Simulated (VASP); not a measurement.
# Ta2N (P-3m1) in VASP: further runs

Ta2N is run at these levels: r2SCAN; tasks: relaxation of cell and atoms, single point.

Everything below comes from runs of VASP 6.6.1. Logs are shortened: lines on timing, memory, paths and dates and some standing lists are left out, and cuts for length are marked.

## Step 1: The cell of the first run

The structure is trigonal, space group P-3m1 (No. 164). Conventional cell: a = 3.113 Å, b = 3.113 Å, c = 4.870 Å, α = 90.00°, β = 90.00°, γ = 120.00°. Within 3.2 Å of Ta (site symmetry 3m) lie 3 N at 2.18 Å and 12 Ta at 2.99 to 3.11 Å. N (site symmetry -3m) has 6 Ta at 2.18 Å within 2.9 Å.

## Step 2: Relaxation of cell and atoms, r2SCAN

POSCAR reads:

```
Ta2N
1.0
    3.1128615060      0.0000000000      0.0000000000
   -1.5564307530      2.6958171426      0.0000000000
    0.0000000000      0.0000000000      4.8698410000
Ta N
2 1
Direct
    0.6666666700      0.3333333300      0.7452890000
    0.3333333300      0.6666666700      0.2547110000
    0.0000000000      0.0000000000      0.0000000000
```

INCAR.step1 reads:

```
SYSTEM = Ta2N
PREC     = Accurate       ! precision mode
ENCUT    = 600            ! plane-wave cutoff, eV
ISMEAR   = 0              ! smearing method
SIGMA    = 0.1            ! smearing width, eV
LREAL    = .FALSE.        ! projectors in reciprocal space
LASPH    = .TRUE.         ! aspherical terms in the spheres
NELM     = 100            ! most SCF steps
GGA      = PE             ! functional
ALGO     = Normal         ! electronic algorithm
EDIFF    = 1E-4           ! SCF threshold, eV
LWAVE    = .TRUE.         ! write WAVECAR
LCHARG   = .FALSE.        ! write CHGCAR
```

INCAR.step2 reads:

```
SYSTEM = Ta2N
PREC     = Accurate       ! precision mode
ENCUT    = 600            ! plane-wave cutoff, eV
EDIFF    = 1E-6           ! SCF threshold, eV
ISMEAR   = 0              ! smearing method
SIGMA    = 0.1            ! smearing width, eV
LREAL    = .FALSE.        ! projectors in reciprocal space
LASPH    = .TRUE.         ! aspherical terms in the spheres
NELM     = 100            ! most SCF steps
ALGO     = Normal         ! electronic algorithm
ISIF     = 3              ! what is computed and relaxed
LWAVE    = .FALSE.        ! write WAVECAR
LCHARG   = .FALSE.        ! write CHGCAR
METAGGA  = R2SCAN         ! meta-GGA
LMIXTAU  = .TRUE.       
IBRION   = 2              ! ionic algorithm
NSW      = 90             ! ionic steps
EDIFFG   = -0.04          ! ionic threshold
ISTART   = 1
```

KPOINTS reads:

```
Automatic mesh
0
G
  6 6 4
  0 0 0
```

Potentials or basis: VASP PAW PBE potentials, release 64 (Ta_pv, N).

The run is started by

```bash
cat potpaw_PBE.64/Ta_pv/POTCAR potpaw_PBE.64/N/POTCAR > POTCAR
cp INCAR.step1 INCAR
mpirun -np 1 vasp_std > vasp.out
cp INCAR.step2 INCAR
mpirun -np 1 vasp_std > vasp.out
```

OUTCAR:

```text
SYSTEM = Ta2N
   PREC = Accurate
   ENCUT = 600
   EDIFF = 1E-6
   ISMEAR = 0
   LREAL = .FALSE.
   LASPH = .TRUE.
   NELM = 100
   ISIF = 3
   METAGGA = R2SCAN
   IBRION = 2
   NSW = 90
   EDIFFG = -0.04
   ISTART = 1

 ion  position               nearest neighbor table
   1  0.667  0.333  0.745-   3 2.18   3 2.18   3 2.18   2 2.99   2 2.99   2 2.99   2 3.06   2 3.06
                             2 3.06
   2  0.333  0.667  0.255-   3 2.18   3 2.18   3 2.18   1 2.99   1 2.99   1 2.99   1 3.06   1 3.06
                             1 3.06
   3  0.000  0.000  0.000-   1 2.18   2 2.18   2 2.18   1 2.18   1 2.18   2 2.18

  LATTYP: Found a hexagonal cell.
 ALAT       =     3.1128615060
 C/A-ratio  =     1.5644258476

  Lattice vectors:

 A1 = (   3.1128615060,   0.0000000000,   0.0000000000)
 A2 = (  -1.5564307530,   2.6958171426,   0.0000000000)
 A3 = (   0.0000000000,   0.0000000000,   4.8698410000)

Analysis of symmetry for initial positions (statically):
=====================================================================
 Subroutine PRICEL returns:
 Original cell was already a primitive cell.

 Routine SETGRP: Setting up the symmetry group for a
 hexagonal supercell.

 Subroutine GETGRP returns: Found 12 space group operations
 (whereof 12 operations were pure point group operations)
 out of a pool of 24 trial point group operations.

The static configuration has the point symmetry D_3d.

Analysis of symmetry for dynamics (positions and initial velocities):
=====================================================================
 Subroutine PRICEL returns:
 Original cell was already a primitive cell.

 Routine SETGRP: Setting up the symmetry group for a
 hexagonal supercell.

 Subroutine GETGRP returns: Found 12 space group operations
 (whereof 12 operations were pure point group operations)
 out of a pool of 24 trial point group operations.

The dynamic configuration has the point symmetry D_3d.

 Subroutine INISYM returns: Found 12 space group operations
 (whereof 12 operations are pure point group operations),
 and found     1 'primitive' translations

----------------------------------------------------------------------------------------

                                     Primitive cell

  volume of cell :      40.8663

  direct lattice vectors                    reciprocal lattice vectors
     3.112861506  0.000000000  0.000000000     0.321247829  0.185472520  0.000000000
[... 90 lines left out ...]
   NSW    =     90    number of steps for IOM
   IBRION =      2    ionic relax: 0-MD 1-quasi-New 2-CG
   NFREE  =      1    steps in history (QN), initial steepest desc. (CG)
   ISIF   =      3    stress and relaxation
   ISYM   =      2    0-nonsym 1-usesym 2-fastsym
   POTIM  = 0.5000    time-step for ionic-motion
   TEBEG  =    0.0;   TEEND  =   0.0 temperature during run
   PSTRESS=    0.0 pullay stress
   NELECT =      27.0000    total number of electrons
   NUPDOWN=      -1.0000    fix difference up-down
   EMIN   =  10.00;   EMAX   =-10.00  energy-range for DOS
   EFERMI =   0.00;   METHOD = LEGACY
   ISMEAR =     0;   SIGMA  =   0.10  broadening in eV -4-tet -1-fermi 0-gaus
   EFERMI_NEDOS =   21; number of points for ismear=-14 and -15
   IALGO  =     38    algorithm
   IMIX   =      4    mixing-type and parameters
     AMIX     =   0.40;   BMIX     =  1.00
     AMIX_MAG =   1.60;   BMIX_MAG =  1.00
  volume/ion in A,a.u.               =      13.62        91.93
  Fermi-wavevector in a.u.,A,eV,Ry     =   1.425852  2.694469 27.661374  2.033054
  Thomas-Fermi vector in A             =   2.546192
   LORBIT       =      0    0 simple, 1 ext, 2 COOP (PROOUT), +10 PAW based schemes
   METAGGA = R2SCAN    functional components
   LHFCALC =     F    Hartree Fock is set to
   AEXX    =    0.0000 exact exchange contribution
   IVDW    =     0    specifies the selected vdW correction
   LEPSILON=     F    determine dielectric tensor
   LRPA    =     F    only Hartree local field effects (RPA)
 conjugate gradient relaxation of ions
 non-spin polarized calculation
 Gauss-broadening in eV      SIGMA  =   0.10
  energy-cutoff  :      600.00
  volume of cell :       40.87
 maximum number of plane-waves:      1387
 NGX is ok and might be reduce to    28
   NGX = 13   NGY = 13   NGZ = 19

--------------------------------------- Ionic step        1  -------------------------------------------

 number of electron      26.9999997 magnetization

 Free energy of the ion-electron system (eV)
  ---------------------------------------------------
  ext. energy  EPLUGINS =         0.00000000
  ---------------------------------------------------
  free energy    TOTEN  =      -109.01108226 eV

  energy without entropy =     -109.00445452  energy(sigma->0) =     -109.00776839

------------------------ aborting loop because EDIFF is reached ----------------------------------------

  FORCE on cell =-STRESS in cart. coord.  units (eV):
  Direction    XX          YY          ZZ          XY          YZ          ZX
  --------------------------------------------------------------------------------------
  -------------------------------------------------------------------------------------
  Total       -1.2298231     -1.2298231     -0.7344229      0.0000000      0.0000000      0.0000000
  in kB      -48.2156722    -48.2156722    -28.7933212      0.0000000      0.0000000      0.0000000
  external PRESSURE =     -41.7415552 kB  Pullay stress =       0.0000000 kB
[... 92 lines left out ...]
  FREE ENERGIE OF THE ION-ELECTRON SYSTEM (eV)
  ---------------------------------------------------
  free  energy   TOTEN  =      -109.0194924793 eV

  energy  without entropy=     -109.0129390805  energy(sigma->0) =     -109.01621578

[... ionic steps 4 to 9 ...]

--------------------------------------- Ionic step       10  -------------------------------------------

 number of electron      27.0000001 magnetization

------------------------ aborting loop because EDIFF is reached ----------------------------------------
[... 69 lines left out ...]
--------------------------------------- Ionic step       12  -------------------------------------------

 number of electron      27.0000001 magnetization

 Free energy of the ion-electron system (eV)
  ---------------------------------------------------
  ext. energy  EPLUGINS =         0.00000000
  ---------------------------------------------------
  free energy    TOTEN  =      -109.02349057 eV

  energy without entropy =     -109.01938306  energy(sigma->0) =     -109.02143682

 E-fermi :   7.6107     XC(G=0): -14.0143

 val. band max:        7.5379171401   @ k =   0.3333  -0.0000   0.5000
 cond. band min:       7.6973564310   @ k =   0.1667   0.0000   0.0000
 fundamental gap:      0.1594392909
 Fermi energy:         7.6106625786

 k-point     1 :       0.0000    0.0000    0.0000
  band No.  band energies     occupation
      1     -29.4348      2.00000
      2     -28.6051      2.00000
      3     -28.6051      2.00000
      4     -28.4888      2.00000
      5     -28.4888      2.00000
      6     -28.4388      2.00000
[... 499 lines left out ...]
  FREE ENERGIE OF THE ION-ELECTRON SYSTEM (eV)
  ---------------------------------------------------
  free  energy   TOTEN  =      -109.0234905738 eV

  energy  without entropy=     -109.0193830572  energy(sigma->0) =     -109.02143682

 reached required accuracy - stopping structural energy minimisation
```

OSZICAR.step1:

```text
N       E                     dE             d eps       ncg     rms          rms(c)
DAV:   1     0.230463000822E+03    0.23046E+03   -0.17007E+04   816   0.182E+03
DAV:   2    -0.283773890141E+02   -0.25884E+03   -0.25576E+03   973   0.471E+02
DAV:   3    -0.375875271431E+02   -0.92101E+01   -0.90319E+01  1121   0.787E+01
DAV:   4    -0.376762151248E+02   -0.88688E-01   -0.88161E-01   991   0.781E+00
DAV:   5    -0.376775830547E+02   -0.13679E-02   -0.13615E-02  1182   0.701E-01    0.262E+01
DAV:   6    -0.347621218957E+02    0.29155E+01   -0.21859E+01  1023   0.305E+01    0.125E+01
DAV:   7    -0.344385155122E+02    0.32361E+00   -0.22070E+00   936   0.977E+00    0.665E+00
DAV:   8    -0.343837162516E+02    0.54799E-01   -0.28464E-01   975   0.475E+00    0.444E-01
DAV:   9    -0.343799682281E+02    0.37480E-02   -0.40671E-02  1078   0.128E+00    0.240E-01
DAV:  10    -0.343796902141E+02    0.27801E-03   -0.92704E-03  1072   0.731E-01    0.101E-01
DAV:  11    -0.343794557902E+02    0.23442E-03   -0.23581E-03   932   0.283E-01    0.326E-02
DAV:  12    -0.343794462100E+02    0.95802E-05   -0.16282E-04   644   0.930E-02
   1 F= -.34379446E+02 E0= -.34376385E+02  d E =-.612228E-02
```

It took 21 min on 1 thread of Intel Xeon 8259CL, shared host; peak memory 0.2 GiB.

Results:

| Quantity | Value |
| --- | --- |
| Free energy | -109.0235 eV |
| Relaxed volume | 13.40 Å³/atom |
| Relaxed cell | a = 3.066 Å, b = 3.066 Å, c = 4.937 Å, α = 90.00°, β = 90.00°, γ = 120.00° |
| Space group after relaxing (to 0.1 Å) | P-3m1 (No. 164) |
| Energy gained by relaxing | 4.1 meV/atom |
| Ionic steps | 12 |
| Pressure after relaxing | 0.0 GPa |
| Largest force after relaxing | 0.012 eV/Å |
| Band gap on the k mesh | zero (an odd number of electrons rules out a gap without spin polarisation) |

Forces in eV/Å, atoms in the order of the input:
```
Ta   0.000  0.000  0.012
Ta   0.000  0.000 -0.012
N    0.000  0.000  0.000
```

Stress tensor (GPa, compression positive):
```
0.00 0.00 0.00
0.00 0.00 0.00
0.00 0.00 0.08
```

The path:
| step | energy change (eV) | largest force (eV/Å) | pressure (GPa) | volume (Å³) |
| --- | --- | --- | --- | --- |
| 1 | 0.0000 | 0.1313 | -4.17 | 40.87 |
| 2 | 0.0493 | 0.4957 | 12.49 | 38.80 |
| 3 | -0.0084 | 0.0282 | 0.07 | 40.28 |
| 4 | -0.0084 | 0.0318 | 0.15 | 40.27 |
| 5 | -0.0096 | 0.0730 | 0.06 | 40.27 |
| 6 | -0.0104 | 0.1280 | -0.03 | 40.28 |
| 7 | -0.0106 | 0.1592 | -0.07 | 40.28 |
| 8 | -0.0114 | 0.0993 | -0.14 | 40.26 |
| 9 | -0.0122 | 0.0410 | -0.29 | 40.24 |
| 10 | -0.0123 | 0.0532 | 0.21 | 40.17 |
| 11 | -0.0123 | 0.0485 | 0.03 | 40.20 |
| 12 | -0.0124 | 0.0118 | 0.02 | 40.20 |

Final structure:
```
CELL_PARAMETERS angstrom
3.06638 0.00000 0.00000
-1.53319 2.65556 0.00000
0.00000 0.00000 4.93715
ATOMIC_POSITIONS crystal
Ta 0.66667 0.33333 0.74306
Ta 0.33333 0.66667 0.25694
N 0.00000 0.00000 0.00000
```

Levels at points of the mesh, in eV from the Fermi level:
```
           k point  band 11  band 12  band 13  band 14  band 15  band 16
(0.00, 0.00, 0.00)    -5.47    -0.89    -0.20    -0.20     0.12     0.61
(0.50, 0.00, 0.00)    -4.81    -2.88    -1.51     1.45     2.25     4.19
(0.00, 0.00, 0.50)    -3.35    -3.02    -0.98    -0.98     1.71     2.42
(0.50, 0.00, 0.50)    -3.52    -2.43    -2.25    -0.61     0.80     3.81
```

Caveat: the k points lie up to 0.39 Å⁻¹ apart in the final cell, too coarse for converged energies and pressures of a metal; the PAW data sets were made with another functional, which shifts forces and pressure a little; spin-orbit coupling is left out, which moves the levels of the heavy elements.

[end of part 1 of 2]

The gap in the log of VASP goes by the Fermi energy; the results here count the filled bands.